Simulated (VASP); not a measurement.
# SiO2 (P4_2/mnm) in VASP: a series of runs

SiO2 is run at these levels: PBE; tasks: single point.

Program: VASP 6.6.1. These are calculated values, not measurements. Logs are shortened: lines on timing, memory, paths and dates and some standing lists are left out, and cuts for length are marked.

### Step 1. The cell of the first run

The structure is tetragonal, space group P4_2/mnm (No. 136). The conventional cell has a = 4.363 Å, b = 4.363 Å, c = 2.528 Å, α = 90.00°, β = 90.00°, γ = 90.00°. Si (site symmetry mmm) has 6 O at 1.74 to 1.89 Å within 2.3 Å. O (site symmetry m2m) has 3 Si at 1.74 to 1.89 Å within 2.3 Å.

### Step 2. Single point, PBE

Input file INCAR:

```
SYSTEM = SiO2
  ALGO = Normal
  EDIFF = 1E-7
  ENCUT = 520
  GGA = PE
  ISIF = 2
  ISMEAR = 0
  LASPH = .True.
  LCHARG = .False.
  LREAL = .False.
  LWAVE = .False.
  NBANDS = 25
  NELM = 60
  PREC = Accurate
  SIGMA = 0.05
```

Input file KPOINTS:

```
k-points
0
Gamma
  6 6 8
  0 0 0
```

Input file POSCAR:

```
SiO2
1.0
    4.3630000000      0.0000000000      0.0000000000
    0.0000000000      4.3630000000      0.0000000000
    0.0000000000      0.0000000000      2.5284000000
Si O
2 4
Direct
    0.5000000000      0.5000000000      0.5000000000
    0.0000000000      0.0000000000      0.0000000000
    0.6930127928      0.6930127928      0.0000000000
    0.1930127928      0.8069872072      0.5000000000
    0.3069872072      0.3069872072      0.0000000000
    0.8069872072      0.1930127928      0.5000000000
```

Potentials or basis: VASP PAW PBE potentials, release 64 (Si, O).

Command:

```sh
> cat potpaw_PBE.64/Si/POTCAR potpaw_PBE.64/O/POTCAR > POTCAR
> mpirun -np 1 vasp_std > vasp.out
```

OUTCAR:

```text
SYSTEM = SiO2
   EDIFF = 1E-7
   ENCUT = 520
   GGA = PE
   ISIF = 2
   ISMEAR = 0
   LASPH = .True.
   LREAL = .False.
   NELM = 60
   PREC = Accurate

 ion  position               nearest neighbor table
   1  0.500  0.500  0.500-   3 1.74   5 1.74   3 1.74   5 1.74   4 1.89   6 1.89
   2  0.000  0.000  0.000-   4 1.74   6 1.74   4 1.74   6 1.74   5 1.89   3 1.89
   3  0.693  0.693  0.000-   1 1.74   1 1.74   2 1.89
   4  0.193  0.807  0.500-   2 1.74   2 1.74   1 1.89
   5  0.307  0.307  0.000-   1 1.74   1 1.74   2 1.89
   6  0.807  0.193  0.500-   2 1.74   2 1.74   1 1.89

  LATTYP: Found a simple tetragonal cell.
 ALAT       =     4.3630000000
 C/A-ratio  =     0.5795095118

  Lattice vectors:

 A1 = (   4.3630000000,   0.0000000000,   0.0000000000)
 A2 = (   0.0000000000,   4.3630000000,   0.0000000000)
 A3 = (   0.0000000000,   0.0000000000,   2.5284000000)

Analysis of symmetry for initial positions (statically):
=====================================================================
 Subroutine PRICEL returns:
 Original cell was already a primitive cell.

 Routine SETGRP: Setting up the symmetry group for a
 simple tetragonal supercell.

 Subroutine GETGRP returns: Found 16 space group operations
 (whereof  8 operations were pure point group operations)
 out of a pool of 16 trial point group operations.

The static configuration has the point symmetry D_2h.
 The point group associated with its full space group is D_4h.

Analysis of symmetry for dynamics (positions and initial velocities):
=====================================================================
 Subroutine PRICEL returns:
 Original cell was already a primitive cell.

 Routine SETGRP: Setting up the symmetry group for a
 simple tetragonal supercell.

 Subroutine GETGRP returns: Found 16 space group operations
 (whereof  8 operations were pure point group operations)
 out of a pool of 16 trial point group operations.

The dynamic configuration has the point symmetry D_2h.
 The point group associated with its full space group is D_4h.

 Subroutine INISYM returns: Found 16 space group operations
 (whereof  8 operations are pure point group operations),
 and found     1 'primitive' translations

----------------------------------------------------------------------------------------

                                     Primitive cell

  volume of cell :      48.1300

  direct lattice vectors                    reciprocal lattice vectors
     4.363000000  0.000000000  0.000000000     0.229200092  0.000000000  0.000000000
     0.000000000  4.363000000  0.000000000     0.000000000  0.229200092  0.000000000
     0.000000000  0.000000000  2.528400000     0.000000000  0.000000000  0.395507040

  length of vectors
     4.363000000  4.363000000  2.528400000     0.229200092  0.229200092  0.395507040

  position of ions in fractional coordinates (direct lattice)
     0.500000000  0.500000000  0.500000000
     0.000000000  0.000000000  0.000000000
     0.693012793  0.693012793  0.000000000
     0.193012793  0.806987207  0.500000000
     0.306987207  0.306987207  0.000000000
     0.806987207  0.193012793  0.500000000

  ion indices of the primitive-cell ions
   primitive index   ion index
                 1           1
                 2           2
                 3           3
                 4           4
                 5           5
                 6           6

----------------------------------------------------------------------------------------

 KPOINTS: k-points

Automatic generation of k-mesh.
 Grid dimensions read from file:
 generate k-points for:    6    6    8

 Generating k-lattice:

  Cartesian coordinates                     Fractional coordinates (reciprocal lattice)
     0.038200015  0.000000000  0.000000000     0.166666667  0.000000000  0.000000000
     0.000000000  0.038200015  0.000000000     0.000000000  0.166666667  0.000000000
     0.000000000  0.000000000  0.049438380     0.000000000  0.000000000  0.125000000

  Length of vectors
     0.038200015  0.038200015  0.049438380

  Shift w.r.t. Gamma in fractional coordinates (k-lattice)
     0.000000000  0.000000000  0.000000000

 Subroutine IBZKPT returns following result:
 ===========================================

 Found     50 irreducible k-points:

 Following reciprocal coordinates:
            Coordinates               Weight
  0.000000  0.000000  0.000000      1.000000
  0.166667  0.000000  0.000000      4.000000
  0.333333  0.000000  0.000000      4.000000
  0.500000  0.000000  0.000000      2.000000
  0.166667  0.166667  0.000000      4.000000
  0.333333  0.166667  0.000000      8.000000
[... 16 lines left out ...]
  0.333333  0.000000  0.250000      8.000000
  0.500000  0.000000  0.250000      4.000000
 [... further k-points ...]
   k-points           NKPTS =     50   k-points in BZ     NKDIM =     50   number of bands    NBANDS=     25
   number of dos      NEDOS =    301   number of ions     NIONS =      6
[... 70 lines left out ...]

 k-point     1 :       0.0000    0.0000    0.0000
  band No.  band energies     occupation
      1     -14.6806      2.00000
      2     -11.4167      2.00000
      3     -11.3991      2.00000
      4     -11.3991      2.00000
      5      -3.0012      2.00000
      6       0.9847      2.00000
[... 17 lines left out ...]
     24      20.8751      0.00000
     25      22.1555      0.00000

 k-point     2 :       0.1667    0.0000    0.0000
  band No.  band energies     occupation
      1     -14.5531      2.00000
      2     -12.0859      2.00000
      3     -11.3363      2.00000
      4     -10.9799      2.00000
      5      -2.8522      2.00000
      6       0.3030      2.00000
[... 17 lines left out ...]
     24      21.0042      0.00000
     25      22.1768      0.00000

 k-point     3 :       0.3333    0.0000    0.0000
  band No.  band energies     occupation
      1     -14.1813      2.00000
      2     -12.8647      2.00000
      3     -11.1709      2.00000
      4     -10.8608      2.00000
      5      -2.4097      2.00000
      6      -0.7508      2.00000
[... 17 lines left out ...]
     24      21.5767      0.00000
     25      21.9358      0.00000

 k-point     4 :       0.5000    0.0000    0.0000
  band No.  band energies     occupation
      1     -13.5974      2.00000
      2     -13.5974      2.00000
      3     -10.9721      2.00000
      4     -10.9721      2.00000
      5      -1.6930      2.00000
      6      -1.6930      2.00000
[... 17 lines left out ...]
     24      21.6091      0.00000
     25      22.5127      0.00000

 k-point     5 :       0.1667    0.1667    0.0000
  band No.  band energies     occupation
      1     -14.4297      2.00000
      2     -12.2747      2.00000
      3     -11.4649      2.00000
      4     -10.8698      2.00000
      5      -2.6749      2.00000
      6       0.2909      2.00000
[... 17 lines left out ...]
     24      21.2032      0.00000
     25      22.1605      0.00000

 k-point     6 :       0.3333    0.1667    0.0000
  band No.  band energies     occupation
      1     -14.0711      2.00000
      2     -12.8530      2.00000
      3     -11.3720      2.00000
      4     -10.9092      2.00000
      5      -2.1704      2.00000
      6      -0.4927      2.00000
[... 17 lines left out ...]
     24      21.7736      0.00000
     25      21.8422      0.00000
[... 393 lines left out ...]
 k-point    21 :       0.0000    0.0000    0.2500
  band No.  band energies     occupation
      1     -13.7905      2.00000
      2     -11.1454      2.00000
      3     -10.9000      2.00000
      4     -10.9000      2.00000
      5      -2.5553      2.00000
      6       1.2575      2.00000
[... 17 lines left out ...]
     24      21.6988      0.00000
     25      21.6995      0.00000

 k-point    22 :       0.1667    0.0000    0.2500
  band No.  band energies     occupation
      1     -13.6754      2.00000
      2     -11.5682      2.00000
      3     -10.8582      2.00000
      4     -10.6815      2.00000
      5      -2.3337      2.00000
      6       0.7455      2.00000
[... 17 lines left out ...]
     24      21.7046      0.00000
     25      21.7125      0.00000

 k-point    23 :       0.3333    0.0000    0.2500
  band No.  band energies     occupation
      1     -13.3419      2.00000
      2     -12.2003      2.00000
      3     -10.7514      2.00000
      4     -10.5817      2.00000
      5      -1.7449      2.00000
      6      -0.0926      2.00000
[... 17 lines left out ...]
     24      21.4475      0.00000
     25      21.6191      0.00000

 k-point    24 :       0.5000    0.0000    0.2500
  band No.  band energies     occupation
      1     -12.8273      2.00000
      2     -12.8273      2.00000
      3     -10.6326      2.00000
      4     -10.6326      2.00000
      5      -0.9525      2.00000
      6      -0.9525      2.00000
[... 17 lines left out ...]
     24      21.3819      0.00000
     25      21.6765      0.00000

 [... further k-points ...]
[... 5 lines left out ...]
  --------------------------------------------------------------------------------------
  -------------------------------------------------------------------------------------
  Total       -2.4376883     -2.4376883     11.6530817      0.0000000      0.0000000      0.0000000
  in kB      -81.1470131    -81.1470131    387.9137437      0.0000000      0.0000000      0.0000000
  external PRESSURE =      75.2065725 kB  Pullay stress =       0.0000000 kB

 VOLUME and BASIS-vectors are now :
 -----------------------------------------------------------------------------
  energy-cutoff  :      520.00
  volume of cell :       48.13
      direct lattice vectors                 reciprocal lattice vectors
     4.363000000  0.000000000  0.000000000     0.229200092  0.000000000  0.000000000
     0.000000000  4.363000000  0.000000000     0.000000000  0.229200092  0.000000000
     0.000000000  0.000000000  2.528400000     0.000000000  0.000000000  0.395507040

 POSITION                                       TOTAL-FORCE (eV/Angst)
 -----------------------------------------------------------------------------------
      2.18150      2.18150      1.26420        -0.000000     -0.000000     -0.000000
      0.00000      0.00000      0.00000        -0.000000     -0.000000     -0.000000
      3.02361      3.02361      0.00000        -0.435239     -0.435239     -0.000000
      0.84211      3.52089      1.26420        -0.435239      0.435239     -0.000000
      1.33939      1.33939      0.00000         0.435239      0.435239      0.000000
      3.52089      0.84211      1.26420         0.435239     -0.435239     -0.000000
 -----------------------------------------------------------------------------------
    total drift:                                0.000000      0.000000     -0.000000

  FREE ENERGIE OF THE ION-ELECTRON SYSTEM (eV)
  ---------------------------------------------------
  free  energy   TOTEN  =       -45.8936148155 eV

  energy  without entropy=      -45.8936148155  energy(sigma->0) =      -45.89361482
```

Wall time 32 s (1 thread of Intel Xeon Platinum 8375C at 2.90GHz (Ice Lake), shared host); peak memory 0.18 GiB.

What came out:

```
Free energy            : -45.8936 eV
Pressure               : 7.5 GPa
Largest force          : 0.616 eV/Å
Band gap on the k mesh : 5.31 eV, direct
```

Forces in eV/Å, atoms in the order of the input:
```
Si   0.000  0.000  0.000
Si   0.000  0.000  0.000
O   -0.435 -0.435  0.000
O   -0.435  0.435  0.000
O    0.435  0.435  0.000
O    0.435 -0.435  0.000
```

Levels at points of the mesh, in eV from the valence-band top:
| k point | band 12 | band 13 | band 14 | band 15 | band 16 | band 17 | band 18 | band 19 | band 20 | band 21 |
| --- | --- | --- | --- | --- | --- | --- | --- | --- | --- | --- |
| (0.00, 0.00, 0.00) | -2.37 | -1.89 | -0.90 | -0.90 | 0.00 | 5.31 | 8.26 | 9.46 | 9.46 | 11.09 |
| (0.50, 0.00, 0.00) | -3.33 | -2.04 | -2.04 | -1.12 | -1.12 | 7.87 | 7.87 | 10.16 | 10.16 | 10.52 |
| (0.50, 0.50, 0.00) | -2.44 | -2.36 | -2.36 | -2.30 | -2.30 | 7.85 | 7.85 | 10.83 | 10.83 | 11.80 |
| (0.00, 0.00, 0.50) | -4.47 | -2.50 | -2.50 | -2.47 | -2.47 | 8.58 | 8.58 | 11.56 | 11.56 | 12.16 |
| (0.50, 0.00, 0.50) | -3.72 | -2.25 | -2.25 | -1.56 | -1.56 | 8.36 | 8.36 | 8.82 | 8.82 | 12.16 |
| (0.50, 0.50, 0.50) | -4.39 | -1.81 | -1.81 | -1.38 | -1.38 | 6.65 | 6.65 | 10.47 | 10.47 | 11.34 |

### Step 3. Single point, PBE

This run uses another cell than the first one, of the same volume but with other edges.

Input file INCAR:

```
SYSTEM = SiO2
ALGO     = Normal         ! electronic algorithm
EDIFF    = 1E-6           ! SCF threshold, eV
ENCUT    = 520            ! plane-wave cutoff, eV
GGA      = PE             ! functional
ISIF     = 2              ! what is computed and relaxed
ISMEAR   = 0              ! smearing method
LASPH    = .True.         ! aspherical terms in the spheres
LCHARG   = .False.        ! write CHGCAR
LREAL    = .False.        ! projectors in reciprocal space
LWAVE    = .False.        ! write WAVECAR
NBANDS   = 25             ! bands
NELM     = 100            ! most SCF steps
PREC     = Accurate       ! precision mode
SIGMA    = 0.05           ! smearing width, eV
```

KPOINTS is that of step 2.

Edit POSCAR of step 2 so:

```diff
@@ -2,5 +2,5 @@
 1.0
-    4.3630000000      0.0000000000      0.0000000000
-    0.0000000000      4.3630000000      0.0000000000
-    0.0000000000      0.0000000000      2.5284000000
+    4.1088000000      0.0000000000      0.0000000000
+    0.0000000000      4.1088000000      0.0000000000
+    0.0000000000      0.0000000000      2.8512000000
 Si O
```

Potentials or basis: VASP PAW PBE potentials, release 64 (Si, O).

Command:

```sh
> cat potpaw_PBE.64/Si/POTCAR potpaw_PBE.64/O/POTCAR > POTCAR
> mpirun -np 1 vasp_std > vasp.out
```

It took 32 s on 1 thread of Intel Xeon Platinum 8375C at 2.90GHz (Ice Lake), shared host; peak memory 0.18 GiB.

The run converged. Its results:

* Free energy: -46.0060 eV
* Pressure: -1.7 GPa
* Largest force: 0.604 eV/Å
* Band gap on the k mesh: 4.69 eV, direct

Forces on the atoms (eV/Å):
```
Si   0.000  0.000  0.000
Si   0.000  0.000  0.000
O    0.427  0.427  0.000
O    0.427 -0.427  0.000
O   -0.427 -0.427  0.000
O   -0.427  0.427  0.000
```

Stress tensor (GPa, compression positive):
```
  9.78   0.00   0.00
  0.00   9.78   0.00
  0.00   0.00 -24.61
```

Levels at points of the mesh, in eV from the valence-band top:
| k point | band 14 | band 15 | band 16 | band 17 | band 18 | band 19 |
| --- | --- | --- | --- | --- | --- | --- |
| (0.00, 0.00, 0.00) | -0.73 | -0.73 | 0.00 | 4.69 | 5.45 | 7.19 |
| (0.50, 0.00, 0.00) | -2.81 | -0.94 | -0.94 | 6.68 | 6.68 | 7.88 |
| (0.50, 0.50, 0.00) | -2.75 | -1.84 | -1.84 | 6.34 | 6.34 | 8.98 |
| (0.00, 0.00, 0.50) | -3.08 | -2.45 | -2.45 | 8.83 | 8.83 | 12.10 |
| (0.50, 0.00, 0.50) | -1.96 | -1.56 | -1.56 | 8.66 | 8.66 | 10.25 |
| (0.50, 0.50, 0.50) | -1.45 | -1.35 | -1.35 | 7.09 | 7.09 | 11.08 |

### Step 4. Single point, PBE

This run uses another cell than the first one, of 8.04 Å³/atom, 1.002 times its volume.

Input file INCAR:

```
PREC = Accurate ; ENCUT = 520
EDIFF = 1E-7 ; ISMEAR = 0
SIGMA = 0.05 ; LREAL = F
LASPH = T ; NELM = 80
ALGO = Normal ; ISIF = 2
LWAVE = F ; LCHARG = T
GGA = PE ; LELF = T
LVHAR = T ; NBANDS = 25
```

Input file KPOINTS:

```
regular mesh
0
Gamma
  6 6 8
```

Edit POSCAR of step 3 so:

```diff
@@ -2,5 +2,5 @@
 1.0
-    4.1088000000      0.0000000000      0.0000000000
-    0.0000000000      4.1088000000      0.0000000000
-    0.0000000000      0.0000000000      2.8512000000
+    4.2994000000      0.0000000000      0.0000000000
+    0.0000000000      4.2994000000      0.0000000000
+    0.0000000000      0.0000000000      2.6091000000
 Si O
```

Command:

```sh
> cat potpaw_PBE.64/Si/POTCAR potpaw_PBE.64/O/POTCAR > POTCAR
> mpirun -np 1 vasp_std > vasp.out
```

It took 32 s on 1 thread of Intel Xeon Platinum 8375C at 2.90GHz (Ice Lake), shared host; peak memory 0.18 GiB.

The run converged. Its results:

```yaml
Free_energy: -46.2140 eV
Pressure: 3.2 GPa
Largest_force: 0.296 eV/Å
Band_gap_on_the_k_mesh: 5.20 eV, direct
```

Forces on the atoms (eV/Å):
```
Si   0.000  0.000  0.000
Si   0.000  0.000  0.000
O   -0.209 -0.209  0.000
O   -0.209  0.209  0.000
O    0.209  0.209  0.000
O    0.209 -0.209  0.000
```

Stress tensor (GPa, compression positive):
```
-4.22  0.00  0.00
 0.00 -4.22  0.00
 0.00  0.00 17.97
```

Levels at points of the mesh, in eV from the valence-band top:
```
           k point  band 12  band 13  band 14  band 15  band 16  band 17  band 18  band 19  band 20  band 21
(0.00, 0.00, 0.00)    -2.74    -2.25    -0.88    -0.88     0.00     5.20     7.37     8.91     8.91    11.06
(0.50, 0.00, 0.00)    -3.71    -2.38    -2.38    -1.09    -1.09     7.64     7.64     9.54     9.54    10.46
(0.50, 0.50, 0.00)    -2.83    -2.41    -2.41    -2.28    -2.28     7.44     7.44    10.33    10.33    12.15
(0.00, 0.00, 0.50)    -4.49    -2.71    -2.71    -2.54    -2.54     8.58     8.58    11.84    11.84    12.30
(0.50, 0.00, 0.50)    -3.78    -2.26    -2.26    -1.64    -1.64     8.37     8.37     9.10     9.10    12.11
(0.50, 0.50, 0.50)    -4.40    -1.80    -1.80    -1.45    -1.45     6.71     6.71    10.55    10.55    11.47
```

### Step 5. Single point, PBE

This run uses another cell than the first one, of 8.04 Å³/atom, 1.002 times its volume.

Input file INCAR:

```
SYSTEM = SiO2
ALGO = Normal ; EDIFF = 1E-6
ENCUT = 520 ; GGA = PE
ISIF = 2 ; ISMEAR = 0
LASPH = .TRUE. ; LCHARG = .FALSE.
LREAL = .FALSE. ; LWAVE = .FALSE.
NBANDS = 25 ; NELM = 80
PREC = Accurate ; SIGMA = 0.05
```

Input file KPOINTS:

```
k-points
0
G
  6 6 8
  0 0 0
```

Edit POSCAR of step 4 so:

```diff
@@ -2,5 +2,5 @@
 1.0
-    4.2994000000      0.0000000000      0.0000000000
-    0.0000000000      4.2994000000      0.0000000000
-    0.0000000000      0.0000000000      2.6091000000
+    4.1723000000      0.0000000000      0.0000000000
+    0.0000000000      4.1723000000      0.0000000000
+    0.0000000000      0.0000000000      2.7705000000
 Si O
```

Command:

```sh
> cat potpaw_PBE.64/Si/POTCAR potpaw_PBE.64/O/POTCAR > POTCAR
> mpirun -np 1 vasp_std > vasp.out
```

Run time: 31 s. Hardware: 1 thread of Intel Xeon Platinum 8375C at 2.90GHz (Ice Lake), shared host; peak memory 0.18 GiB.

It converged, with:

| Quantity | Value |
| --- | --- |
| Free energy | -46.2379 eV |
| Pressure | -1.3 GPa |
| Largest force | 0.324 eV/Å |
| Band gap on the k mesh | 4.85 eV, direct |

Forces on the atoms (eV/Å):
```
Si   0.000  0.000  0.000
Si   0.000  0.000  0.000
O    0.229  0.229  0.000
O    0.229 -0.229  0.000
O   -0.229 -0.229  0.000
O   -0.229  0.229  0.000
```

Stress tensor (GPa, compression positive):
```
  4.66   0.00   0.00
  0.00   4.66   0.00
  0.00   0.00 -13.31
```

Levels at points of the mesh, in eV from the valence-band top:
```csv
k point,band 12,band 13,band 14,band 15,band 16,band 17,band 18,band 19,band 20,band 21
"(0.00, 0.00, 0.00)",-3.21,-2.66,-0.80,-0.80,0.00,4.85,5.97,7.71,7.71,10.82
"(0.50, 0.00, 0.00)",-3.67,-2.76,-2.76,-0.99,-0.99,6.96,6.96,8.33,8.33,11.21
"(0.50, 0.50, 0.00)",-3.36,-2.65,-2.65,-2.02,-2.02,6.64,6.64,9.32,9.32,13.22
"(0.00, 0.00, 0.50)",-4.37,-2.99,-2.99,-2.53,-2.53,8.72,8.72,12.25,12.25,12.63
"(0.50, 0.00, 0.50)",-3.78,-2.11,-2.11,-1.64,-1.64,8.53,8.53,9.82,9.82,12.16
"(0.50, 0.50, 0.50)",-4.23,-1.61,-1.61,-1.43,-1.43,6.94,6.94,10.86,10.86,11.69
```

A k mesh can miss the band edges. As with any semilocal functional, this PBE gap is likely too small.

### Step 6. Summary

| cell | gap on the mesh (eV) | pressure (GPa) | largest force (eV/Å) |
| --- | --- | --- | --- |
| a = 4.363, b = 4.363, c = 2.528 Å, 6 atoms | 5.31 | 7.5 | 0.62 |
| a = 4.109, b = 4.109, c = 2.851 Å, 6 atoms | 4.69 | -1.7 | 0.60 |
| a = 4.299, b = 4.299, c = 2.609 Å, 6 atoms | 5.20 | 3.2 | 0.30 |
| a = 4.172, b = 4.172, c = 2.771 Å, 6 atoms | 4.85 | -1.3 | 0.32 |

Alike in all rows: task single point; level PBE; potentials or basis VASP PAW PBE potentials, release 64 (Si, O); no spin polarisation; k mesh 6 × 6 × 8; cutoff (eV) 520; smearing gaussian 0.05 eV.

Total energies depend on the potentials used, so only differences within one code and one set of settings carry meaning.
